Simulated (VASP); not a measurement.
Here is a VASP 6.6.1 calculation.

File INCAR:

```
  PREC = Accurate
  ENCUT = 600
  EDIFF = 1E-6
  ISMEAR = -1
  SIGMA = 0.05
  LREAL = F
  LASPH = T
  NELM = 100
  ALGO = Normal
  ISIF = 3
  LWAVE = F
  LCHARG = F
  GGA = B5
  ALDAX = 1.0
  AGGAX = 1.0
  AGGAC = 1.0
  ALDAC = 0.0
  IVDW = 13
  VDW_S6 = 1.0
  VDW_S8 = 2.34076671
  VDW_A1 = 0.44488865
  VDW_A2 = 4.0933009
  IBRION = 2
  NSW = 60
  EDIFFG = -0.01
```

File KPOINTS:

```
Automatic mesh
0
Gamma
  9 9 9
```

File POSCAR:

```
CO2
1.0
   -1.9747270000      1.9747270000      3.0140580000
    1.9747270000     -1.9747270000      3.0140580000
    1.9747270000      1.9747270000     -3.0140580000
O C
4 2
Direct
    0.8750000000      0.9597980000      0.5847980000
    0.3750000000      0.2902020000      0.4152020000
    0.0402020000      0.6250000000      0.9152020000
    0.7097980000      0.1250000000      0.0847980000
    0.0000000000      0.0000000000      0.0000000000
    0.7500000000      0.2500000000      0.5000000000
```

Potentials or basis: VASP PAW PBE potentials, release 64 (O, C).

The run is started by

```console
$ cat potpaw_PBE.64/O/POTCAR potpaw_PBE.64/C/POTCAR > POTCAR
$ mpirun -np 1 vasp_std > vasp.out
```

**Question.** Predict the space group after relaxing (to 0.1 Å).

**Answer.** I-42d (No. 122).

**Question.** Predict the band gap on the k mesh.

**Answer.** 7.70 eV (least direct gap 8.10 eV).

Forces on the atoms (eV/Å):
```
O   -0.007  0.000  0.000
O    0.007  0.000  0.000
O    0.000  0.007  0.000
O    0.000 -0.007  0.000
C    0.000  0.000  0.000
C    0.000  0.000  0.000
```

Caveat: the PAW data sets were made with another functional, which shifts forces and pressure a little; an odd mesh through Γ misses points on the zone boundary, where band edges can lie.
